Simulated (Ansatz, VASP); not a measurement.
# Rh: VASP beside Ansatz

```
Rh
1.0
     0.00000    1.89785    1.89785
     1.89785    0.00000    1.89785
     1.89785    1.89785    0.00000
Rh
1
Direct
  0.00000 0.00000 0.00000
```

Alike in both runs: task single point; functional PBEsol; k mesh 14 × 14 × 14; no spin polarisation.

|  | VASP | Ansatz |
| --- | --- | --- |
| version | VASP 6.6.1 | Ansatz 0.2.0 |
| potentials or method | VASP PAW PBE potentials, release 64 (Rh_pv), cutoff 520 eV | plane waves, PAW |
| occupations | methfessel-paxton of order 1, width 0.15 eV | cold, width 0.15 eV |
| valence electrons in the cell | 15 | 17 |

```csv
,VASP,Ansatz,Ansatz less VASP
pressure (GPa),-3.6,-3.6,+0.04
```

VASP's potentials were made for PBE, not for PBEsol. VASP's potentials hold 15 valence electrons a cell and Ansatz's 17, so a difference there can come from the potentials and not from the codes.
